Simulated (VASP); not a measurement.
# GaO (P4/mmm) in VASP: a series of runs, part 2 of 2

VASP 6.6.1. Earlier steps stand in the parts before.

## (4) Single point, PBE, collinear spin, ferromagnetic start

Contents of INCAR:

```
ALGO = Normal
EDIFF = 1E-6
ENCUT = 520
GGA = PE
ISIF = 2
ISMEAR = 0
ISPIN = 2
LASPH = True
LCHARG = False
LORBIT = 11
LREAL = False
LWAVE = False
MAGMOM = 0 1
NBANDS = 20
NELM = 150
PREC = Accurate
SIGMA = 0.1
```

Contents of KPOINTS:

```
k-points
0
Gamma
  6 6 6
```

Contents of POSCAR:

```
GaO
1.0
    2.7501261100      0.0000000000      0.0000000000
    0.0000000000      2.7501261100      0.0000000000
    0.0000000000      0.0000000000      3.3710823300
Ga O
1 1
Direct
    0.5000000000      0.5000000000      0.5000000000
    0.0000000000      0.0000000000      0.0000000000
```

Potentials or basis: VASP PAW PBE potentials, release 64 (Ga_d, O).

On the command line:

```console
cat potpaw_PBE.64/Ga_d/POTCAR potpaw_PBE.64/O/POTCAR > POTCAR
mpirun -np 1 vasp_std > vasp.out
```

OUTCAR:

```text
EDIFF = 1E-6
   ENCUT = 520
   GGA = PE
   ISIF = 2
   ISMEAR = 0
   ISPIN = 2
   LASPH = True
   LORBIT = 11
   LREAL = False
   NELM = 150
   PREC = Accurate

 ion  position               nearest neighbor table
   1  0.500  0.500  0.500-
   2  0.000  0.000  0.000-

  LATTYP: Found a simple tetragonal cell.
 ALAT       =     2.7501261100
 C/A-ratio  =     1.2257919074

  Lattice vectors:

 A1 = (   2.7501261100,   0.0000000000,   0.0000000000)
 A2 = (   0.0000000000,   2.7501261100,   0.0000000000)
 A3 = (   0.0000000000,   0.0000000000,   3.3710823300)

Analysis of symmetry for initial positions (statically):
=====================================================================
 Subroutine PRICEL returns:
 Original cell was already a primitive cell.

 Routine SETGRP: Setting up the symmetry group for a
 simple tetragonal supercell.

 Subroutine GETGRP returns: Found 16 space group operations
 (whereof 16 operations were pure point group operations)
[... 748 lines left out ...]
      4      -9.9695      1.00000
      5      -9.9695      1.00000
      6      -9.9477      1.00000
[... 541 lines left out ...]
     19      27.2638      0.00000
     20      29.8656      0.00000

 [... further k-points ...]

------------------------ aborting loop because EDIFF is reached ----------------------------------------

  FORCE on cell =-STRESS in cart. coord.  units (eV):
  Direction    XX          YY          ZZ          XY          YZ          ZX
  --------------------------------------------------------------------------------------
  -------------------------------------------------------------------------------------
  Total        0.2963723      0.2963723     -5.3022153      0.0000000     -0.0000000      0.0000000
  in kB       18.6240272     18.6240272   -333.1910806      0.0000000     -0.0000000      0.0000000
  external PRESSURE =     -98.6476754 kB  Pullay stress =       0.0000000 kB

 VOLUME and BASIS-vectors are now :
 -----------------------------------------------------------------------------
  energy-cutoff  :      520.00
  volume of cell :       25.50
      direct lattice vectors                 reciprocal lattice vectors
     2.750126110  0.000000000  0.000000000     0.363619689  0.000000000  0.000000000
     0.000000000  2.750126110  0.000000000     0.000000000  0.363619689  0.000000000
     0.000000000  0.000000000  3.371082330     0.000000000  0.000000000  0.296640634

 POSITION                                       TOTAL-FORCE (eV/Angst)
 -----------------------------------------------------------------------------------
      1.37506      1.37506      1.68554         0.000000      0.000000      0.000000
      0.00000      0.00000      0.00000         0.000000      0.000000      0.000000
 -----------------------------------------------------------------------------------
    total drift:                               -0.000000      0.000000      0.000000

  FREE ENERGIE OF THE ION-ELECTRON SYSTEM (eV)
  ---------------------------------------------------
  free  energy   TOTEN  =        -8.1747154515 eV

  energy  without entropy=       -8.1654419499  energy(sigma->0) =       -8.17007870

 total charge

# of ion       s       p       d       tot
------------------------------------------
    1        0.957   0.374   9.991  11.323
    2        1.603   3.207   0.000   4.810
--------------------------------------------------
tot          2.561   3.582   9.991  16.133

 magnetization (x)

# of ion       s       p       d       tot
------------------------------------------
    1        0.000   0.000   0.000   0.001
    2        0.000   0.001   0.000   0.001
--------------------------------------------------
tot          0.001   0.001   0.000   0.002
```

OSZICAR:

```text
N       E                     dE             d eps       ncg     rms          rms(c)
DAV:   1     0.112921128252E+03    0.11292E+03   -0.88269E+03  3600   0.165E+03
DAV:   2     0.463545782891E+00   -0.11246E+03   -0.10233E+03  3316   0.354E+02
DAV:   3    -0.940847264730E+01   -0.98720E+01   -0.97573E+01  3672   0.724E+01
DAV:   4    -0.953305431567E+01   -0.12458E+00   -0.12452E+00  3608   0.846E+00
DAV:   5    -0.953403639566E+01   -0.98208E-03   -0.98205E-03  3796   0.766E-01    0.827E+00
DAV:   6    -0.848639863840E+01    0.10476E+01   -0.54919E+00  4372   0.209E+01    0.455E+00
DAV:   7    -0.820071255553E+01    0.28569E+00   -0.83059E-01  4020   0.909E+00    0.121E+00
DAV:   8    -0.817406480137E+01    0.26648E-01   -0.10198E-01  3600   0.236E+00    0.170E-01
DAV:   9    -0.817461828043E+01   -0.55348E-03   -0.35757E-03  3608   0.635E-01    0.824E-02
DAV:  10    -0.817467182524E+01   -0.53545E-04   -0.17055E-04  3948   0.118E-01    0.525E-02
DAV:  11    -0.817470472062E+01   -0.32895E-04   -0.59507E-05  3544   0.731E-02    0.221E-02
DAV:  12    -0.817471349715E+01   -0.87765E-05   -0.52673E-06  3992   0.230E-02    0.681E-03
DAV:  13    -0.817471475277E+01   -0.12556E-05   -0.15506E-06  3364   0.107E-02    0.462E-03
DAV:  14    -0.817471545146E+01   -0.69869E-06   -0.42828E-07  1936   0.521E-03
   1 F= -.81747155E+01 E0= -.81700787E+01  d E =-.927350E-02  mag=     0.0015
```

stdout:

```text
POSCAR found type information on POSCAR GaO
 POSCAR found :  2 types and       2 ions
 scaLAPACK will be used
 LDA part: xc-table for (Slater+PW92), standard interpolation
 POSCAR, INCAR and KPOINTS ok, starting setup
 FFT: planning ... GRIDC
 FFT: planning ... GRID_SOFT
 FFT: planning ... GRID
 WAVECAR not read
 entering main loop
```

Run time: 19 s. Hardware: 1 thread of Intel Xeon 6975P-C (Granite Rapids), shared host; peak memory 0.16 GiB.

What came out:

```yaml
Free_energy: -8.1747 eV
Pressure: -9.9 GPa
Net_moment: 0.00 μB per cell
Valence_electrons_inside_the_program's_atomic_spheres: Ga 11.32; O 4.81
```

Stress tensor (GPa, compression positive):
```
  1.86   0.00   0.00
  0.00   1.86   0.00
  0.00   0.00 -33.32
```

Levels at points of the mesh, in eV from the Fermi level:
Spin up:
```
           k point  band 8  band 9  band 10  band 11  band 12  band 13
(0.00, 0.00, 0.00)   -3.34   -1.09    -1.09     8.53     9.54    11.90
(0.50, 0.00, 0.00)   -2.03   -0.54     0.06     1.47     6.94    12.89
(0.50, 0.50, 0.00)   -4.29   -1.62    -0.31     4.44     4.44     9.14
(0.00, 0.00, 0.50)   -0.78   -0.78     1.49     2.61    10.80    10.80
(0.50, 0.00, 0.50)   -4.83   -3.11    -0.49     4.25     7.34    12.23
(0.50, 0.50, 0.50)   -3.00   -2.64     1.56     1.56     1.87     4.12
```
Spin down:
```tsv
k point	band 6	band 7	band 8	band 9	band 10	band 11	band 12	band 13	band 14	band 15
(0.00, 0.00, 0.00)	-14.47	-5.73	-3.34	-1.09	-1.09	8.53	9.54	11.90	11.90	12.08
(0.50, 0.00, 0.00)	-14.48	-6.92	-2.03	-0.54	0.06	1.47	6.94	12.89	14.28	15.10
(0.50, 0.50, 0.00)	-14.36	-4.29	-4.29	-1.62	-0.31	4.44	4.44	9.15	10.61	15.00
(0.00, 0.00, 0.50)	-14.47	-8.78	-0.77	-0.77	1.49	2.62	10.81	10.81	14.30	16.04
(0.50, 0.00, 0.50)	-14.36	-5.13	-4.83	-3.11	-0.48	4.25	7.34	12.23	14.40	19.24
(0.50, 0.50, 0.50)	-14.36	-2.99	-2.99	-2.64	1.56	1.56	1.87	4.13	12.26	16.34
```

Caveat: the k points lie up to 0.38 Å⁻¹ apart.

## (5) Overview

| task | spin | cell | cutoff (eV) | gap on the mesh (eV) | pressure (GPa) |
| --- | --- | --- | --- | --- | --- |
| single point | off | as given | 520 | none | -9.9 |
| relaxation of cell and atoms | off | relaxed | 600 | none | -0.2 |
| single point | collinear, ferromagnetic start | as given | 520 | none | -9.9 |

Alike in all rows: level PBE; potentials or basis VASP PAW PBE potentials, release 64 (Ga_d, O); k mesh 6 × 6 × 6; smearing gaussian 0.1 eV.

Caveats: all runs use coarse meshes; an odd number of electrons without spin polarisation forces a metal (some runs); a magnetic or distorted state may lie lower (some runs).

Total energies depend on the potentials used, so only differences within one code and one set of settings carry meaning.
